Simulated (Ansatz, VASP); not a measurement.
## One calculation of Mg4Au, two programs

INCAR

```
  ALGO = Fast
  EDIFF = 1E-6
  EDIFFG = -0.01
  ENCUT = 600
  GGA = PE
  IBRION = 2
  ISIF = 3
  ISMEAR = 0
  LASPH = True
  LCHARG = False
  LREAL = False
  LWAVE = False
  NELM = 80
  NSW = 100
  PREC = Accurate
  SIGMA = 0.1
```

The input KPOINTS:

```
k-points
0
Gamma
  10 10 8
```

The input POSCAR:

```
Mg4Au
1.0
    2.2781796000     -5.4067264000      0.0000000000
    2.2781796000      5.4067264000      0.0000000000
    0.0000000000      0.0000000000      4.5984152000
Mg Au
4 1
Direct
    0.8568645000      0.1431355000      0.5000000000
    0.3546690000      0.6453310000      0.0000000000
    0.6453310000      0.3546690000      0.0000000000
    0.1431355000      0.8568645000      0.5000000000
    0.0000000000      0.0000000000      0.0000000000
```

Input for Ansatz:

```yaml
crystal:
  lattice:
    - [2.2781796, -5.4067264, 0.0]
    - [2.2781796, 5.4067264, 0.0]
    - [0.0, 0.0, 4.5984152]
  atoms:
    - { symbol: Mg, position: [0.8568645, 0.1431355, 0.5] }
    - { symbol: Mg, position: [0.354669, 0.645331, 0.0] }
    - { symbol: Mg, position: [0.645331, 0.354669, 0.0] }
    - { symbol: Mg, position: [0.1431355, 0.8568645, 0.5] }
    - { symbol: Au, position: [0.0, 0.0, 0.0] }
basis:
  ecutwfc: 420
kpoints:
  mp_grid: { grid: [10, 10, 8] }
hamiltonian:
  xc: pbe
scf:
  occupations: { method: gaussian, width: 0.1 }
output:
  forces: true
  stress: true
  eigenvalues: true
relax:
  adjacent_minimum: "off"
  f_tol: 0.01
  max_steps: 80
  cell: { stress_tol: 0.05 }
```

Alike in both runs: task relaxation of cell and atoms; functional PBE; k mesh 10 × 10 × 8; occupations gaussian, width 0.1 eV; no spin polarisation.

|  | VASP | Ansatz |
| --- | --- | --- |
| version | VASP 6.6.1 | Ansatz 0.2.0 |
| potentials or method | VASP PAW PBE potentials, release 64 (Mg, Au), cutoff 600 eV | scalar-relativistic, plane waves, PAW |
| valence electrons in the cell | 19 | 59 |

|  | VASP | Ansatz | Ansatz less VASP |
| --- | --- | --- | --- |
| gap on the k mesh at the Fermi level, each at its own relaxed structure (eV) | none | none | - |
| relaxed volume (Å³/atom) | 22.58 | 22.65 | +0.079 |
| relaxed cell length with the largest relative difference (Å) | 4.593 | 4.600 | +0.0070 |

A gap of «none» marks a metal or a gap that the smearing closes. VASP's potentials hold 19 valence electrons a cell and Ansatz's 59, so a difference there can come from the potentials and not from the codes.

Spin-orbit coupling is off throughout.
